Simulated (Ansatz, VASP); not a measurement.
## MgO in VASP and in Ansatz

```xyz
2
Lattice="0.0000 2.0975 2.0975 2.0975 0.0000 2.0975 2.0975 2.0975 0.0000" Properties=species:S:1:pos:R:3 pbc="T T T"
Mg    0.0000    0.0000    0.0000
O     2.0975    2.0975    2.0975
```

Alike in both runs: functional r2SCAN; dispersion rVV10; k mesh 8 × 8 × 8; no spin polarisation.

Ansatz relaxed the structure, and its values are those at the end. VASP's run is a single point on that final structure, the one shown.

|  | VASP | Ansatz |
| --- | --- | --- |
| version | VASP 6.6.1 | Ansatz 0.2.0 |
| potentials or method | VASP PAW PBE potentials, release 64 (Mg_sv, O) | plane waves, PAW |
| plane-wave cutoff (eV) | 660 | 500 |
| occupations | gaussian, width 0.01 eV | fixed |
| valence electrons in the cell | 16 | 16 |

Ansatz gave:

- pressure (GPa): 0.0

Problem. Which values does VASP return?

Solution. Pressure (GPa): -0.2.

VASP's potentials were made for PBE, not for r2SCAN.
